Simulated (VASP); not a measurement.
# Cl: single point with PBE

Cl:

```
Cl
1.0
     3.14500   -2.25000    0.00000
     3.14500    2.25000    0.00000
     0.00000    0.00000    8.21000
Cl
4
Direct
  0.38678 0.62888 0.40016
  0.12135 0.88168 0.90159
  0.62675 0.36759 0.60135
  0.86819 0.13529 0.09859
```

This cell differs from its parent crystal: atoms moved at random.

```
Program             : VASP 6.6.1
Task                : single point
Functional          : PBE
Potentials or basis : VASP PAW PBE potentials, release 64 (Cl)
Cutoff              : 500 eV
k mesh              : 7 × 7 × 4
Occupations         : fermi-dirac, width 0.05 eV
Spin                : no spin polarisation
```

```json
{
  "Pressure": "1.1 GPa",
  "Largest force": "0.505 eV/Å",
  "Band gap on the k mesh": "2.67 eV, indirect (least direct gap 2.71 eV)"
}
```

Forces on the atoms (eV/Å):
```
Cl  -0.032  0.004 -0.107
Cl  -0.007 -0.214 -0.455
Cl   0.032 -0.006  0.105
Cl   0.007  0.216  0.457
```

Stress tensor (GPa, compression positive):
```
1.14 0.00 0.03
0.00 0.93 0.53
0.03 0.53 1.30
```

Levels at points of the mesh, in eV from the valence-band top:
```csv
k point,band 11,band 12,band 13,band 14,band 15,band 16,band 17,band 18
"(0.00, 0.00, 0.00)",-0.68,-0.37,-0.13,-0.04,2.67,3.29,6.87,7.46
"(0.00, 0.00, 0.50)",-0.61,-0.61,-0.09,-0.09,2.81,2.97,7.42,7.43
```

Wall time 3.8 min on 1 thread of Intel Xeon 8259CL (shared host), peak memory 0.3 GiB.

Caveat: the cell differs from its parent crystal (atoms moved at random). A k mesh can miss the band edges.
